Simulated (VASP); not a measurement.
Set up this calculation in VASP 6.6.1, as the native input.

* Task: single point
* Functional: PBE
* Dispersion: D3(BJ)
* Potentials or basis: VASP PAW PBE potentials, release 64 (O, F)
* Cutoff: 520 eV
* k mesh: 6 × 6 × 4
* Occupations: gaussian, width 0.1 eV
* Spin: collinear spin, ferromagnetic start
* Starting moments: [1.0, 1.0, 1.0, 1.0] μB
* Dipole correction: no
* Further INCAR settings: ALGO = Normal; EDIFF = 1e-07; NBANDS = 26

The structure of OF3 lies in POSCAR:

```
OF3
1.0
    2.8158191600      0.0000000000      0.0000000000
    0.0000000000      2.8158191600      0.0000000000
    0.0000000000      0.0000000000      5.4377617300
O F
1 3
Direct
    0.0000000000      0.0000000000      0.0000000000
    0.5000000000      0.5000000000      0.2365449100
    0.5000000000      0.5000000000      0.7634550900
    0.0000000000      0.0000000000      0.5000000000
```

One way to write it, as run:

INCAR

```
PREC = Accurate ; ENCUT = 520
EDIFF = 1E-7 ; ISMEAR = 0
SIGMA = 0.1 ; LREAL = F
LASPH = T ; NELM = 150
ALGO = Normal ; ISIF = 2
LWAVE = F ; LCHARG = T
ISPIN = 2 ; MAGMOM = 1 1 1 1
LORBIT = 11 ; GGA = PE
IVDW = 12 ; LELF = T
LVHAR = T ; NBANDS = 26
```

KPOINTS

```
Automatic mesh
0
Gamma
  6 6 4
```

Potentials or basis: VASP PAW PBE potentials, release 64 (O, F).

Command:

```bash
$ cat potpaw_PBE.64/O/POTCAR potpaw_PBE.64/F/POTCAR > POTCAR
$ mpirun -np 1 vasp_std > vasp.out
```

It gave:

```
Pressure                                              : -0.5 GPa
Largest force                                         : 0.116 eV/Å
Band gap on the k mesh                                : zero (filled and empty bands overlap)
Net moment                                            : 5.00 μB per cell
Site moments                                          : O +1.90; F +0.83, +0.90 μB
Valence electrons inside the program's atomic spheres : O 4.46; F 5.81, 5.76
Dispersion energy per atom                            : -0.068 eV
```

Caveat: the k points lie up to 0.37 Å⁻¹ apart; pairwise dispersion overbinds metals, which lowers pressure and volume.

It took 82 s on 1 thread of Intel(R) Xeon(R) Platinum 8488C (Sapphire Rapids), with other jobs on the host, peak memory 0.2 GiB.
